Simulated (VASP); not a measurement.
# CuO (P4/mmm) in VASP: settings compared, part 2 of 3

VASP 6.6.1.

## 4. Relaxation of cell and atoms, PBE+D4

Contents of INCAR:

```
SYSTEM = CuO
PREC = Accurate
ENCUT = 600
EDIFF = 1E-6
ISMEAR = -1
SIGMA = 0.05
LREAL = .FALSE.
LASPH = .TRUE.
NELM = 60
ALGO = Normal
ISIF = 3
LWAVE = .FALSE.
LCHARG = .FALSE.
GGA = PE
IVDW = 13
IBRION = 2
NSW = 60
EDIFFG = -0.01
```

Contents of KPOINTS:

```
Automatic mesh
0
G
  7 7 7
  0 0 0
```

Contents of POSCAR:

```
CuO
1.0
    4.1609370000      0.0000000000      0.0000000000
    0.0000000000      4.1609370000      0.0000000000
    0.0000000000      0.0000000000      3.8876430000
Cu O
3 3
Direct
    0.5000000000      0.0000000000      0.5000000000
    0.0000000000      0.5000000000      0.5000000000
    0.0000000000      0.0000000000      0.0000000000
    0.0000000000      0.0000000000      0.5000000000
    0.5000000000      0.0000000000      0.0000000000
    0.0000000000      0.5000000000      0.0000000000
```

Potentials or basis: VASP PAW PBE potentials, release 64 (Cu, O).

Started as:

```bash
cat potpaw_PBE.64/Cu/POTCAR potpaw_PBE.64/O/POTCAR > POTCAR
mpirun -np 1 vasp_std > vasp.out
```

OUTCAR:

```text
SYSTEM = CuO
   PREC = Accurate
   ENCUT = 600
   EDIFF = 1E-6
   ISMEAR = -1
   LREAL = .FALSE.
   LASPH = .TRUE.
   NELM = 60
   ISIF = 3
   GGA = PE
   IVDW = 13
   IBRION = 2
   NSW = 60
   EDIFFG = -0.01

 ion  position               nearest neighbor table
   1  0.500  0.000  0.500-   5 1.94   5 1.94   4 2.08   4 2.08
   2  0.000  0.500  0.500-   6 1.94   6 1.94   4 2.08   4 2.08
   3  0.000  0.000  0.000-   4 1.94   4 1.94   6 2.08   5 2.08   6 2.08   5 2.08
   4  0.000  0.000  0.500-   3 1.94   3 1.94   1 2.08   2 2.08   2 2.08   1 2.08
   5  0.500  0.000  0.000-   1 1.94   1 1.94   3 2.08   3 2.08
   6  0.000  0.500  0.000-   2 1.94   2 1.94   3 2.08   3 2.08

  LATTYP: Found a simple tetragonal cell.
 ALAT       =     4.1609370000
 C/A-ratio  =     0.9343191209

  Lattice vectors:

 A1 = (   4.1609370000,   0.0000000000,   0.0000000000)
 A2 = (   0.0000000000,   4.1609370000,   0.0000000000)
 A3 = (   0.0000000000,   0.0000000000,   3.8876430000)

Analysis of symmetry for initial positions (statically):
[... 186 lines left out ...]
  DFT-D4 for vdW energy calculation

  Edisp (eV):   -1.69191
[... 167 lines left out ...]
--------------------------------------- Ionic step        5  -------------------------------------------

 number of electron      51.0000006 magnetization

 Free energy of the ion-electron system (eV)
  ---------------------------------------------------
  ext. energy  EPLUGINS =         0.00000000
  ---------------------------------------------------
  free energy    TOTEN  =       -27.95253426 eV

  energy without entropy =      -27.92272630  energy(sigma->0) =      -27.93763028

 E-fermi :   4.2517     XC(G=0): -11.2331

 val. band max:        4.2355787327   @ k =   0.1429   0.1429   0.4286
 cond. band min:       4.3116046529   @ k =   0.2857   0.2857   0.0000
 fundamental gap:      0.0760259202
 Fermi energy:         4.2517344867

 k-point     1 :       0.0000    0.0000    0.0000
  band No.  band energies     occupation
      1     -15.6182      2.00000
      2     -13.5724      2.00000
      3     -13.1308      2.00000
      4      -1.7120      2.00000
      5      -1.5608      2.00000
      6      -1.5608      2.00000
[... 781 lines left out ...]
     29       9.8157      0.00000
     30      12.2524      0.00000

 [... further k-points ...]

------------------------ aborting loop because EDIFF is reached ----------------------------------------

  DFT-D4 for vdW energy calculation

  Edisp (eV):   -1.70690
[... 29 lines left out ...]
  FREE ENERGIE OF THE ION-ELECTRON SYSTEM (eV)
  ---------------------------------------------------
  free  energy   TOTEN  =       -29.6594340947 eV

  energy  without entropy=      -29.6296261333  energy(sigma->0) =      -29.64453011

 reached required accuracy - stopping structural energy minimisation
```

OSZICAR:

```text
N       E                     dE             d eps       ncg     rms          rms(c)
DAV:   1     0.568547932960E+03    0.56855E+03   -0.26415E+04  2448   0.288E+03
DAV:   2     0.702153503350E+02   -0.49833E+03   -0.48035E+03  2430   0.537E+02
DAV:   3    -0.307775404458E+02   -0.10099E+03   -0.96196E+02  3548   0.257E+02
DAV:   4    -0.377848791992E+02   -0.70073E+01   -0.68781E+01  3740   0.714E+01
[... 52 lines left out ...]
DAV:   4    -0.279526980438E+02    0.49835E-03   -0.19521E-03  3648   0.205E+00    0.103E-01
DAV:   5    -0.279525522279E+02    0.14582E-03   -0.37164E-04  4044   0.642E-01    0.330E-02
DAV:   6    -0.279525361501E+02    0.16078E-04   -0.97149E-05  3804   0.176E-01    0.115E-02
DAV:   7    -0.279525342965E+02    0.18536E-05   -0.10461E-05  3338   0.652E-02    0.540E-03
DAV:   8    -0.279525342578E+02    0.38741E-07   -0.53049E-06  2880   0.217E-02
   5 F= -.29659434E+02 E0= -.29644530E+02  d E =-.468170E-03
```

CONTCAR:

```text
CuO
   1.00000000000000
     4.1426713885271482    0.0000000000000000    0.0000000000000000
     0.0000000000000000    4.1426713885271482    0.0000000000000000
     0.0000000000000000    0.0000000000000000    3.8823584232113189
  Cu              O
     3     3
Direct
     0.5000000000000000    0.0000000000000000    0.5000000000000000
     0.0000000000000000    0.5000000000000000    0.5000000000000000
     0.0000000000000000    0.0000000000000000    0.0000000000000000
     0.0000000000000000    0.0000000000000000    0.5000000000000000
     0.5000000000000000    0.0000000000000000    0.0000000000000000
     0.0000000000000000    0.5000000000000000    0.0000000000000000

  0.00000000E+00  0.00000000E+00  0.00000000E+00
  0.00000000E+00  0.00000000E+00  0.00000000E+00
  0.00000000E+00  0.00000000E+00  0.00000000E+00
  0.00000000E+00  0.00000000E+00  0.00000000E+00
  0.00000000E+00  0.00000000E+00  0.00000000E+00
  0.00000000E+00  0.00000000E+00  0.00000000E+00
```

It took 3 min on 1 thread of Intel Xeon 6975P-C (Granite Rapids), shared host; peak memory 0.24 GiB.

What came out:

- Free energy: -29.6594 eV
- Relaxed volume: 11.10 Å³/atom
- Relaxed cell: a = 4.143 Å, b = 4.143 Å, c = 3.882 Å, α = 90.00°, β = 90.00°, γ = 90.00°
- Space group after relaxing (to 0.1 Å): P4/mmm (No. 123)
- Energy gained by relaxing: 0.5 meV/atom
- Ionic steps: 5
- Pressure after relaxing: -0.1 GPa
- Band gap on the k mesh: zero (an odd number of electrons rules out a gap without spin polarisation)
- Dispersion energy per atom: -0.284 eV

Stress tensor (GPa, compression positive):
```
-0.11  0.00  0.00
 0.00 -0.11  0.00
 0.00  0.00  0.05
```

Step by step:
| step | energy change (eV) | largest force (eV/Å) | pressure (GPa) | volume (Å³) |
| --- | --- | --- | --- | --- |
| 1 | 0.0000 | 0.0000 | -1.38 | 67.31 |
| 2 | -0.0014 | 0.0000 | 0.75 | 66.37 |
| 3 | -0.0024 | 0.0000 | -0.04 | 66.75 |
| 4 | -0.0027 | 0.0000 | -0.06 | 66.69 |
| 5 | -0.0029 | 0.0000 | -0.06 | 66.63 |

Final structure:
```yaml
crystal:
  lattice:
    - [4.14267, 0.00000, 0.00000]
    - [0.00000, 4.14267, 0.00000]
    - [0.00000, 0.00000, 3.88236]
  atoms:
    - { symbol: Cu, position: [0.50000, 0.00000, 0.50000] }
    - { symbol: Cu, position: [0.00000, 0.50000, 0.50000] }
    - { symbol: Cu, position: [0.00000, 0.00000, 0.00000] }
    - { symbol: O, position: [0.00000, 0.00000, 0.50000] }
    - { symbol: O, position: [0.50000, 0.00000, 0.00000] }
    - { symbol: O, position: [0.00000, 0.50000, 0.00000] }
```

Levels at points of the mesh, in eV from the Fermi level:
```
           k point  band 23  band 24  band 25  band 26  band 27  band 28  band 29  band 30
(0.00, 0.00, 0.00)    -1.56    -1.50    -1.46    -1.46    -1.39     1.33     6.19     7.64
```

Caveat: an odd number of electrons without spin polarisation forces a metal; a magnetic or distorted state may lie lower; semilocal functionals often make such compounds metallic where correlation or magnetic order opens a gap, which also shifts bond lengths. With open d or f shells a metallic result of PBE can be an artefact of self-interaction; +U or a hybrid may open a gap.

## 5. Relaxation of the atoms, PBEsol

This run uses another cell than the first one, of 11.11 Å³/atom.

Contents of INCAR:

```
PREC = Accurate ; ENCUT = 520
EDIFF = 1E-6 ; ISMEAR = -1
SIGMA = 0.05 ; LREAL = F
LASPH = T ; NELM = 60
ALGO = Normal ; ISIF = 2
LWAVE = F ; LCHARG = F
GGA = PS ; IBRION = 2
NSW = 60 ; EDIFFG = -0.01
```

Contents of KPOINTS:

```
Automatic mesh
0
Gamma
  6 6 6
```

POSCAR, as its differences from that of step 4:

```diff
@@ -4,3 +4,3 @@
     0.0000000000      4.1609370000      0.0000000000
-    0.0000000000      0.0000000000      3.8876430000
+    0.0000000000      0.0000000000      3.8487665700
 Cu O
```

Potentials or basis: VASP PAW PBE potentials, release 64 (Cu, O).

Started as:

```bash
cat potpaw_PBE.64/Cu/POTCAR potpaw_PBE.64/O/POTCAR > POTCAR
mpirun -np 1 vasp_std > vasp.out
```

OUTCAR:

```text
PREC = Accurate
   ENCUT = 520
   EDIFF = 1E-6
   ISMEAR = -1
   LREAL = F
   LASPH = T
   NELM = 60
   ISIF = 2
   GGA = PS
   IBRION = 2
   NSW = 60
   EDIFFG = -0.01

 ion  position               nearest neighbor table
   1  0.500  0.000  0.500-   5 1.92   5 1.92   4 2.08   4 2.08
   2  0.000  0.500  0.500-   6 1.92   6 1.92   4 2.08   4 2.08
   3  0.000  0.000  0.000-   4 1.92   4 1.92   6 2.08   5 2.08   6 2.08   5 2.08
   4  0.000  0.000  0.500-   3 1.92   3 1.92   1 2.08   2 2.08   2 2.08   1 2.08
   5  0.500  0.000  0.000-   1 1.92   1 1.92   3 2.08   3 2.08
[... 1001 lines left out ...]
  -------------------------------------------------------------------------------------
  Total       -0.9439352     -0.9439352     -1.4793394      0.0000000      0.0000000      0.0000000
  in kB      -22.6959774    -22.6959774    -35.5692370      0.0000000      0.0000000      0.0000000
  external PRESSURE =     -26.9870640 kB  Pullay stress =       0.0000000 kB

 VOLUME and BASIS-vectors are now :
 -----------------------------------------------------------------------------
  energy-cutoff  :      520.00
  volume of cell :       66.64
      direct lattice vectors                 reciprocal lattice vectors
     4.160937000  0.000000000  0.000000000     0.240330483  0.000000000  0.000000000
     0.000000000  4.160937000  0.000000000     0.000000000  0.240330483  0.000000000
     0.000000000  0.000000000  3.848766570     0.000000000  0.000000000  0.259823500

 POSITION                                       TOTAL-FORCE (eV/Angst)
 -----------------------------------------------------------------------------------
      2.08047      0.00000      1.92438         0.000000      0.000000      0.000000
      0.00000      2.08047      1.92438         0.000000      0.000000      0.000000
      0.00000      0.00000      0.00000         0.000000      0.000000      0.000000
      0.00000      0.00000      1.92438         0.000000      0.000000      0.000000
      2.08047      0.00000      0.00000         0.000000      0.000000      0.000000
      0.00000      2.08047      0.00000         0.000000      0.000000      0.000000
 -----------------------------------------------------------------------------------
    total drift:                                0.000000      0.000000     -0.000000

  FREE ENERGIE OF THE ION-ELECTRON SYSTEM (eV)
  ---------------------------------------------------
  free  energy   TOTEN  =       -30.5631066096 eV

  energy  without entropy=      -30.5232794104  energy(sigma->0) =      -30.54319301

 reached required accuracy - stopping structural energy minimisation
```

OSZICAR:

```text
N       E                     dE             d eps       ncg     rms          rms(c)
DAV:   1     0.542347954548E+03    0.54235E+03   -0.24254E+04  2448   0.260E+03
DAV:   2     0.607689099029E+02   -0.48158E+03   -0.46472E+03  2436   0.504E+02
DAV:   3    -0.337136423910E+02   -0.94483E+02   -0.89990E+02  3488   0.243E+02
DAV:   4    -0.401285626916E+02   -0.64149E+01   -0.63087E+01  3708   0.672E+01
DAV:   5    -0.402082653263E+02   -0.79703E-01   -0.79612E-01  3634   0.928E+00    0.212E+01
DAV:   6    -0.366171039629E+02    0.35912E+01   -0.96979E+01  3672   0.195E+02    0.181E+01
DAV:   7    -0.306264080947E+02    0.59907E+01   -0.26414E+01  3272   0.142E+02    0.490E+00
DAV:   8    -0.307742567542E+02   -0.14785E+00   -0.45952E+00  3306   0.176E+01    0.336E+00
DAV:   9    -0.307191529583E+02    0.55104E-01   -0.71116E-01  4132   0.200E+01    0.381E+00
DAV:  10    -0.307523272207E+02   -0.33174E-01   -0.11782E+00  4598   0.279E+01    0.365E+00
DAV:  11    -0.306286848227E+02    0.12364E+00   -0.17166E-01  4034   0.697E+00    0.238E+00
DAV:  12    -0.305688033368E+02    0.59881E-01   -0.45822E-01  3776   0.832E+00    0.761E-01
DAV:  13    -0.305628150748E+02    0.59883E-02   -0.57149E-02  3492   0.308E+00    0.143E-01
DAV:  14    -0.305632104710E+02   -0.39540E-03   -0.58162E-03  3580   0.156E+00    0.119E-01
DAV:  15    -0.305631226475E+02    0.87823E-04   -0.34683E-04  3508   0.601E-01    0.379E-02
DAV:  16    -0.305631073728E+02    0.15275E-04   -0.11242E-04  3592   0.193E-01    0.927E-03
DAV:  17    -0.305631066096E+02    0.76319E-06   -0.59555E-06  2584   0.430E-02
   1 F= -.30563107E+02 E0= -.30543193E+02  d E =-.305631E+02
```

CONTCAR:

```text
CuO
   1.00000000000000
     4.1609369999999997    0.0000000000000000    0.0000000000000000
     0.0000000000000000    4.1609369999999997    0.0000000000000000
     0.0000000000000000    0.0000000000000000    3.8487665700000000
  Cu              O
     3     3
Direct
     0.5000000000000000    0.0000000000000000    0.5000000000000000
     0.0000000000000000    0.5000000000000000    0.5000000000000000
     0.0000000000000000    0.0000000000000000    0.0000000000000000
     0.0000000000000000    0.0000000000000000    0.5000000000000000
     0.5000000000000000    0.0000000000000000    0.0000000000000000
     0.0000000000000000    0.5000000000000000    0.0000000000000000

  0.00000000E+00  0.00000000E+00  0.00000000E+00
  0.00000000E+00  0.00000000E+00  0.00000000E+00
  0.00000000E+00  0.00000000E+00  0.00000000E+00
  0.00000000E+00  0.00000000E+00  0.00000000E+00
  0.00000000E+00  0.00000000E+00  0.00000000E+00
  0.00000000E+00  0.00000000E+00  0.00000000E+00
```

Wall time 1.8 min (1 thread of AMD EPYC 7R43 (Zen 3), shared host); peak memory 0.18 GiB.

What came out:

| Quantity | Value |
| --- | --- |
| Free energy | -30.5631 eV |
| Pressure after relaxing | -2.7 GPa |
| Band gap on the k mesh | zero (an odd number of electrons rules out a gap without spin polarisation) |

Final structure:
```cif
data_structure
_symmetry_space_group_name_H-M 'P 1'
_symmetry_Int_Tables_number 1
_cell_length_a 4.1609
_cell_length_b 4.1609
_cell_length_c 3.8488
_cell_angle_alpha 90.000
_cell_angle_beta 90.000
_cell_angle_gamma 90.000
_cell_volume 66.64
loop_
_atom_site_label
_atom_site_type_symbol
_atom_site_fract_x
_atom_site_fract_y
_atom_site_fract_z
_atom_site_occupancy
Cu1 Cu 0.50000 0.00000 0.50000 1
Cu2 Cu 0.00000 0.50000 0.50000 1
Cu3 Cu 0.00000 0.00000 0.00000 1
O1 O 0.00000 0.00000 0.50000 1
O2 O 0.50000 0.00000 0.00000 1
O3 O 0.00000 0.50000 0.00000 1
```

Caveat: the relaxation stopped at its first step, so nothing moved; the PAW data sets were made with another functional, which shifts forces and pressure a little; an odd number of electrons without spin polarisation forces a metal; a magnetic or distorted state may lie lower; semilocal functionals often make such compounds metallic where correlation or magnetic order opens a gap, which also shifts bond lengths. With open d or f shells a metallic result of PBEsol can be an artefact of self-interaction; +U or a hybrid may open a gap.

(Part 2 of 3 ends here.)
